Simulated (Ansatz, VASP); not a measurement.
**Two plane-wave programs on Si**

Contents of INCAR:

```
SYSTEM = Si
PREC = Accurate
ENCUT = 600
EDIFF = 1E-6
ISMEAR = 0
SIGMA = 0.1
LREAL = .False.
LASPH = .True.
NELM = 80
ALGO = Normal
ISIF = 3
LWAVE = .False.
LCHARG = .False.
GGA = PE
IBRION = 2
NSW = 90
EDIFFG = -0.04
```

KPOINTS

```
Automatic mesh
0
Gamma
  3 3 4
  0 0 0
```

The input POSCAR:

```
Si
1.0
    5.9432519300      0.0000000000      0.0000000000
   -2.9716259600      5.1470071500      0.0000000000
    0.0000000000      0.0000000000      5.4112708100
Si
12
Direct
    0.7100800500      0.6495800300      0.5725860000
    0.9394999700      0.2899199500      0.5725860000
    0.9394999700      0.6495800300      0.9274140000
    0.3504199700      0.2899199500      0.9274140000
    0.6495800300      0.9394999700      0.4274140000
    0.0605000300      0.3504199700      0.0725860000
    0.0605000300      0.7100800500      0.4274140000
    0.6495800300      0.7100800500      0.0725860000
    0.2899199500      0.9394999700      0.0725860000
    0.2899199500      0.3504199700      0.4274140000
    0.7100800500      0.0605000300      0.9274140000
    0.3504199700      0.0605000300      0.5725860000
```

Input for Ansatz:

```yaml
crystal:
  lattice:
    - [5.94325193, 0.0, 0.0]
    - [-2.97162596, 5.14700715, 0.0]
    - [0.0, 0.0, 5.41127081]
  atoms:
    - { symbol: Si, position: [0.71008005, 0.64958003, 0.572586] }
    - { symbol: Si, position: [0.93949997, 0.28991995, 0.572586] }
    - { symbol: Si, position: [0.93949997, 0.64958003, 0.927414] }
    - { symbol: Si, position: [0.35041997, 0.28991995, 0.927414] }
    - { symbol: Si, position: [0.64958003, 0.93949997, 0.427414] }
    - { symbol: Si, position: [0.06050003, 0.35041997, 0.072586] }
    - { symbol: Si, position: [0.06050003, 0.71008005, 0.427414] }
    - { symbol: Si, position: [0.64958003, 0.71008005, 0.072586] }
    - { symbol: Si, position: [0.28991995, 0.93949997, 0.072586] }
    - { symbol: Si, position: [0.28991995, 0.35041997, 0.427414] }
    - { symbol: Si, position: [0.71008005, 0.06050003, 0.927414] }
    - { symbol: Si, position: [0.35041997, 0.06050003, 0.572586] }
basis:
  ecutwfc: 420
kpoints:
  mp_grid: { grid: [3, 3, 4] }
hamiltonian:
  xc: pbe
scf:
  occupations: { method: gaussian, width: 0.1 }
  lower_state_search: "off"
output:
  forces: true
  stress: true
  eigenvalues: true
relax:
  adjacent_minimum: "off"
  f_tol: 0.04
  max_steps: 70
  cell: { stress_tol: 0.4 }
```

Alike in both runs: task relaxation of cell and atoms; functional PBE; k mesh 3 × 3 × 4; occupations gaussian, width 0.1 eV; no spin polarisation.

|  | VASP | Ansatz |
| --- | --- | --- |
| version | VASP 6.6.1 | Ansatz 0.2.0 |
| potentials or method | VASP PAW PBE potentials, release 64 (Si), cutoff 600 eV | scalar-relativistic, plane waves, PAW |
| valence electrons in the cell | 48 | 48 |

VASP gave:

```
gap on the k mesh at the Fermi level, each at its own relaxed structure (eV) : none
relaxed volume (Å³/atom)                                                     : 18.87
relaxed length of the cell vector where the two differ most in proportion (Å)              : 6.777
```

Q: Estimate Ansatz's values.

A: gap on the k mesh at the Fermi level, each at its own relaxed structure (eV): none; relaxed volume (Å³/atom): 18.93; relaxed length of the cell vector where the two differ most in proportion (Å): 6.786.

A gap of «none» marks a metal or a gap that the smearing closes.

The k mesh is coarse, so the values compare programs but aren't converged. Noted on VASP's run: the volume moved by over 15 % at a fixed basis, so the end points are rough.
